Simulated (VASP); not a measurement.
Input of a VASP 6.6.1 run:

File INCAR:

```
SYSTEM = Al
ALGO = Fast ; EDIFF = 1E-6
ENCUT = 520 ; GGA = PS
ISIF = 2 ; ISMEAR = 0
LASPH = .TRUE. ; LCHARG = .FALSE.
LREAL = .FALSE. ; LWAVE = .FALSE.
NBANDS = 10 ; NELM = 60
PREC = Accurate ; SIGMA = 0.15
```

The input KPOINTS:

```
k-points
0
G
  24 24 14
  0 0 0
```

Contents of POSCAR:

```
Al
1.0
    2.8785701943      0.0000000000      0.0000000000
   -1.4392850971      2.4929149148      0.0000000000
    0.0000000000      0.0000000000      4.6373174459
Al
2
Direct
    0.6666666667      0.3333333333      0.7500000000
    0.3333333333      0.6666666667      0.2500000000
```

Potentials or basis: VASP PAW PBE potentials, release 64 (Al).

Launch:

```bash
$ cat potpaw_PBE.64/Al/POTCAR > POTCAR
$ mpirun -np 1 vasp_std > vasp.out
```

(1) What does it give for the pressure?

(2) Estimate the band gap on the k mesh.

Answers

(1) -1.4 GPa.

(2) zero (band 3 reaches 12.26 eV, above the bottom of band 4 at 4.63 eV).

Caveat: the cell differs from its parent crystal (strain +0.0100 x Voigt [1, 1, 0, 0, 0, 0]); the PAW data sets were made with another functional, which shifts forces and pressure a little.
